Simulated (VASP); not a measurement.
# NiO (Fm-3m) in VASP: settings compared, part 2 of 2

VASP 6.6.1.

## (4) Vibrations by perturbation theory, PBEsol, collinear spin, ferromagnetic start

Input file INCAR:

```
SYSTEM = NiO
PREC = Accurate ; ENCUT = 520
EDIFF = 1E-8 ; ISMEAR = -1
SIGMA = 0.05 ; LREAL = .False.
LASPH = .True. ; NELM = 150
ALGO = Normal ; ISIF = 2
LWAVE = .False. ; LCHARG = .True.
ISPIN = 2 ; MAGMOM = 1 0
LORBIT = 11 ; LMAXMIX = 4
GGA = PS ; IBRION = 8
NSW = 1
```

Input file KPOINTS:

```
Automatic mesh
0
Gamma
  10 10 10
  0 0 0
```

Input file POSCAR:

```
NiO
1.0
    0.0000000000      2.0859016414      2.0859016414
    2.0859016414      0.0000000000      2.0859016414
    2.0859016414      2.0859016414      0.0000000000
Ni O
1 1
Direct
    0.0000000000      0.0000000000      0.0000000000
    0.5000000000      0.5000000000      0.5000000000
```

Potentials or basis: VASP PAW PBE potentials, release 64 (Ni, O).

Command:

```
> cat potpaw_PBE.64/Ni/POTCAR potpaw_PBE.64/O/POTCAR > POTCAR
> mpirun -np 1 vasp_std > vasp.out
```

OUTCAR:

```text
SYSTEM = NiO
   PREC = Accurate
   ENCUT = 520
   EDIFF = 1E-8
   ISMEAR = -1
   LREAL = .False.
   LASPH = .True.
   NELM = 150
   ISIF = 2
   ISPIN = 2
   LORBIT = 11
   GGA = PS
   IBRION = 8
   NSW = 1

 ion  position               nearest neighbor table
   1  0.000  0.000  0.000-   2 2.09   2 2.09   2 2.09   2 2.09   2 2.09   2 2.09
   2  0.500  0.500  0.500-   1 2.09   1 2.09   1 2.09   1 2.09   1 2.09   1 2.09

  LATTYP: Found a face centered cubic cell.
 ALAT       =     4.1718032828

  Lattice vectors:

 A1 = (   0.0000000000,   2.0859016414,   2.0859016414)
 A2 = (   2.0859016414,   0.0000000000,   2.0859016414)
 A3 = (   2.0859016414,   2.0859016414,   0.0000000000)

Analysis of symmetry for initial positions (statically):
=====================================================================
 Subroutine PRICEL returns:
 Original cell was already a primitive cell.

 Routine SETGRP: Setting up the symmetry group for a
 face centered cubic supercell.

 Subroutine GETGRP returns: Found 48 space group operations
 (whereof 48 operations were pure point group operations)
 out of a pool of 48 trial point group operations.

The static configuration has the point symmetry O_h .

Analysis of symmetry for dynamics (positions and initial velocities):
=====================================================================
 Subroutine PRICEL returns:
 Original cell was already a primitive cell.

 Routine SETGRP: Setting up the symmetry group for a
 face centered cubic supercell.

 Subroutine GETGRP returns: Found 48 space group operations
 (whereof 48 operations were pure point group operations)
 out of a pool of 48 trial point group operations.

The dynamic configuration has the point symmetry O_h .

Analysis of structural, dynamic, and magnetic symmetry:
[... 984 lines left out ...]
--------------------------------------- Ionic step        7  -------------------------------------------

 Free energy of the ion-electron system (eV)
  ---------------------------------------------------
  ---------------------------------------------------
  free energy    TOTEN  =        -0.35220718 eV

  energy without entropy =       -0.35220715

------------------------ aborting loop because EDIFF is reached ----------------------------------------

 INTERNAL STRAIN TENSOR  FOR ION    2  DIRECTION 1   (eV/Angst):
 -----------------------------------------------------------------------------
    -0.00439 -0.00000 -0.00000
     0.00000  0.00116 -0.00000
     0.00000 -0.00000  0.00116

 INTERNAL STRAIN TENSOR FOR ION    2 for displacements in x,y,z  (eV/Angst):
          X           Y           Z          XY          YZ          ZX
  --------------------------------------------------------------------------------
  x     0.00000     0.00000     0.00000     0.00000     0.00000     0.00000
  y     0.00000     0.00000     0.00000     0.00000     0.00000     0.00000
  z     0.00000     0.00000     0.00000     0.00000     0.00000     0.00000

 SECOND DERIVATIVES (NOT SYMMETRIZED)
 ------------------------------------
               1X          1Y          1Z          2X          2Y          2Z
  1X    -3.420046    0.000000    0.000000    3.420046    0.000000    0.000000
  1Y     0.000000   -3.420046    0.000000    0.000000    3.420046    0.000000
  1Z     0.000000    0.000000   -3.420046    0.000000    0.000000    3.420046
  2X     3.420387    0.000000    0.000000   -3.420387    0.000000    0.000000
  2Y     0.000000    3.420387    0.000000    0.000000   -3.420387    0.000000
  2Z     0.000000    0.000000    3.420387    0.000000    0.000000   -3.420387

 Eigenvectors and eigenvalues of the dynamical matrix
 ----------------------------------------------------

   1 f  =    8.154041 THz    51.233351 2PiTHz  271.989533 cm-1    33.722389 meV
             X         Y         Z           dx          dy          dz
      0.000000  0.000000  0.000000     0.000000    0.000000   -0.462820
      2.085902  2.085902  2.085902     0.000000    0.000000    0.886452
[... 21 lines left out ...]
   6 f/i=    0.000166 THz     0.001046 2PiTHz    0.005553 cm-1     0.000688 meV
             X         Y         Z           dx          dy          dz
      0.000000  0.000000  0.000000     0.565981   -0.676461   -0.088676
      2.085902  2.085902  2.085902     0.295501   -0.353183   -0.046298

--------------------------------------------------------------------------------------------------------

 ELASTIC MODULI CONTR FROM IONIC RELAXATION (kBar)
 Direction    XX          YY          ZZ          XY          YZ          ZX
 --------------------------------------------------------------------------------
 XX           0.0000      0.0000      0.0000      0.0000      0.0000      0.0000
 YY           0.0000      0.0000      0.0000      0.0000      0.0000      0.0000
 ZZ           0.0000      0.0000      0.0000      0.0000      0.0000      0.0000
 XY           0.0000      0.0000      0.0000      0.0000      0.0000      0.0000
 YZ           0.0000      0.0000      0.0000      0.0000      0.0000      0.0000
 ZX           0.0000      0.0000      0.0000      0.0000      0.0000      0.0000
 --------------------------------------------------------------------------------

 total charge

# of ion       s       p       d       tot
------------------------------------------
    1        0.334   0.407   8.293   9.034
    2        1.556   3.376   0.000   4.933
--------------------------------------------------
tot          1.891   3.783   8.293  13.967

 magnetization (x)

# of ion       s       p       d       tot
------------------------------------------
    1        0.010   0.013   1.100   1.124
    2        0.024   0.168   0.000   0.192
--------------------------------------------------
tot          0.034   0.181   1.100   1.315
```

Wall time 2.6 min (1 thread of Intel Xeon Platinum 8488C (Sapphire Rapids), shared host); peak memory 0.24 GiB.

Results:

* Net moment: 1.35 μB per cell
* Site moments: Ni +1.12; O +0.19 μB
* Valence electrons inside the program's atomic spheres: Ni 9.03; O 4.93
* Highest phonon frequency at Γ, LO-TO splitting left out: 272 cm⁻¹

Phonon frequencies in cm⁻¹ (negative: imaginary):
```tsv
q point	frequencies
(0.000, 0.000, 0.000)	0 0 0 272 272 272
```

Caveat: the cell stands under pressure or tension, which shifts response properties; a cell with one magnetic atom can't hold antiferromagnetic order, which such compounds often take.

## (5) Summary

| task | level | potentials or basis | U | k mesh | smearing | moment (μB) |
| --- | --- | --- | --- | --- | --- | --- |
| electric field gradients | PBE+U | VASP PAW PBE potentials, release 64 (Ni, O) | Ni d U = 1.0 eV | 11 × 11 × 11 | gaussian 0.1 eV | 1.97 |
| vibrations by perturbation theory | LDA | VASP PAW LDA potentials, release 64 (Ni, O) | - | 8 × 8 × 8 | fermi-dirac 0.05 eV | 0.67 |
| vibrations by perturbation theory | PBEsol | VASP PAW PBE potentials, release 64 (Ni, O) | - | 10 × 10 × 10 | fermi-dirac 0.05 eV | 1.35 |

Alike in all rows: spin collinear, ferromagnetic start; cell as given; cutoff (eV) 520.

Caveats: a cell with one magnetic atom can't hold antiferromagnetic order, which such compounds often take; the cell stands under pressure or tension, which shifts response properties (at least some runs).

Absolute energies hang on the potentials; compare differences alone.
